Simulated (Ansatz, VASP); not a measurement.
SiGe in VASP and in Ansatz

```
Si Ge
1.0
     3.79947    0.00000    0.00000
    -1.89974    3.29044    0.00000
     0.00000    0.00000    6.27903
Si Ge
2 2
Direct
  0.66667 0.33333 0.87450
  0.33333 0.66667 0.37450
  0.66667 0.33333 0.50831
  0.33333 0.66667 0.00831
```

Alike in both runs: task single point; functional LDA; k mesh 12 × 12 × 6; occupations gaussian, width 0.03 eV; no spin polarisation.

|  | VASP | Ansatz |
| --- | --- | --- |
| version | VASP 6.6.1 | Ansatz 0.2.0 |
| potentials or method | VASP PAW LDA potentials, release 64 (Si, Ge_d), cutoff 520 eV | scalar-relativistic, plane waves, PAW |
| valence electrons in the cell | 36 | 36 |

VASP gave:

- gap on the k mesh at the Fermi level (eV): 0.14
- least direct gap on the mesh (eV): 0.55
- pressure (GPa): 5.4
- traceless stress, the component that is largest in VASP (GPa): 2.78
- rms of the force components (eV/Å): 0.408

What did Ansatz give for the same quantities?

gap on the k mesh at the Fermi level (eV): 0.14; least direct gap on the mesh (eV): 0.54; pressure (GPa): 5.3; traceless stress, the component that is largest in VASP (GPa): 2.78; rms of the force components (eV/Å): 0.408.

Ansatz warns that its potentials were made for another functional, while VASP's fit it. LDA's correlation is that of Perdew and Zunger in VASP and of Perdew and Wang (1992) in Ansatz. Atom by atom the forces differ by 0.000 eV/Å (rms over components).
